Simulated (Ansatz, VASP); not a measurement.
## Si62C in VASP and in Ansatz

```
Si C
1.0
    10.86000    0.00000    0.00000
     0.00000   10.86000    0.00000
     0.00000    0.00000   10.86000
Si C
62 1
Direct
  0.50002 0.99998 0.00064
  0.61864 0.12482 0.13118
  0.74569 0.25003 0.00015
  0.87032 0.37684 0.12316
  0.74091 0.00035 0.25969
  0.87443 0.12502 0.37498
  0.00059 0.99858 0.00059
  0.12399 0.12972 0.12399
  0.24771 0.25229 0.99516
  0.37028 0.37601 0.12399
  0.50142 0.49941 0.00059
  0.62171 0.62980 0.12963
  0.75005 0.74995 0.00224
  0.87020 0.87829 0.12963
  0.25284 0.01581 0.25284
  0.48419 0.24716 0.25284
  0.61864 0.36882 0.37518
  0.74569 0.49985 0.24997
  0.87559 0.62441 0.37565
  0.61303 0.09805 0.61303
  0.74091 0.24031 0.49965
  0.87020 0.37037 0.62171
  0.74978 0.99884 0.74978
  0.87559 0.12435 0.87559
  0.99931 0.50069 0.99931
  0.12316 0.62968 0.12316
  0.24997 0.75431 0.00015
  0.37518 0.88136 0.13118
  0.99516 0.25229 0.24771
  0.12399 0.37601 0.37028
  0.24771 0.50484 0.24771
  0.37498 0.62557 0.37498
  0.49965 0.75909 0.25969
  0.61303 0.88697 0.40195
  0.00064 0.99998 0.50002
  0.13118 0.12482 0.61864
  0.25284 0.24716 0.48419
  0.37518 0.36882 0.61864
  0.50002 0.49936 0.50002
  0.62652 0.62389 0.62652
  0.74978 0.75022 0.50116
  0.87611 0.87348 0.62652
  0.25969 0.00035 0.74091
  0.37498 0.12502 0.87443
  0.49965 0.24031 0.74091
  0.62171 0.37037 0.87020
  0.75005 0.49776 0.75005
  0.87508 0.62492 0.87508
  0.00015 0.75431 0.24997
  0.13118 0.88136 0.37518
  0.00059 0.49941 0.50142
  0.12963 0.62980 0.62171
  0.25969 0.75909 0.49965
  0.40195 0.88697 0.61303
  0.00015 0.25003 0.74569
  0.12316 0.37684 0.87032
  0.24997 0.49985 0.74569
  0.37565 0.62441 0.87559
  0.50116 0.75022 0.74978
  0.62652 0.87348 0.87611
  0.00224 0.74995 0.75005
  0.12963 0.87829 0.87020
  0.53532 0.96468 0.53532
```

Alike in both runs: functional PBE; k mesh 1 × 1 × 1; occupations fermi-dirac, width 0.05 eV; no spin polarisation.

Ansatz relaxed the structure, and its values are those at the end. VASP's run is a single point on that final structure, the one shown.

|  | VASP | Ansatz |
| --- | --- | --- |
| version | VASP 6.6.1 | Ansatz 0.2.0 |
| potentials or method | VASP PAW PBE potentials, release 64 (Si, C), cutoff 520 eV | scalar-relativistic, plane waves, PAW |
| valence electrons in the cell | 252 | 252 |

|  | VASP | Ansatz | Ansatz less VASP |
| --- | --- | --- | --- |
| rms of the force components (eV/Å) | 0.006 | 0.005 | -0.0013 |
